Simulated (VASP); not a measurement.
CoSi, 8 atoms in the cell. The structure is cubic, space group P2_13 (No. 198). The conventional cell has a = 4.445 Å, b = 4.445 Å, c = 4.445 Å, α = 90.00°, β = 90.00°, γ = 90.00°. Within 3.1 Å of Co (site symmetry 3) lie 7 Si at 2.32 to 2.45 Å and 6 Co at 2.73 Å. Within 3.1 Å of Si (site symmetry 3) lie 7 Co at 2.32 to 2.45 Å and 6 Si at 2.75 Å. 

| Quantity | Value |
| --- | --- |
| Program | VASP 6.6.1 |
| Task | single point |
| Functional | PBEsol |
| Potentials or basis | VASP PAW PBE potentials, release 64 (Co, Si) |
| Cutoff | 520 eV |
| k mesh | 8 × 8 × 8 |
| Occupations | fermi-dirac, width 0.05 eV |
| Spin | no spin polarisation |
| Dipole correction | no |
| Further INCAR settings | ALGO = Normal; EDIFF = 1e-06; NBANDS = 36 |

Potentials or basis: VASP PAW PBE potentials, release 64 (Co, Si).

Launch:

```sh
$ cat potpaw_PBE.64/Co/POTCAR potpaw_PBE.64/Si/POTCAR > POTCAR
$ mpirun -np 1 vasp_std > vasp.out
```

Hardware: 1 thread of Intel(R) Xeon(R) 6975P-C (Granite Rapids), on a shared host.

Problem. Estimate the wall time of this run.

Solution. It took 110 s on 1 thread of Intel(R) Xeon(R) 6975P-C (Granite Rapids), with other jobs on the host, peak memory 0.27 GiB. Counts: scf iterations 15, k points 45.
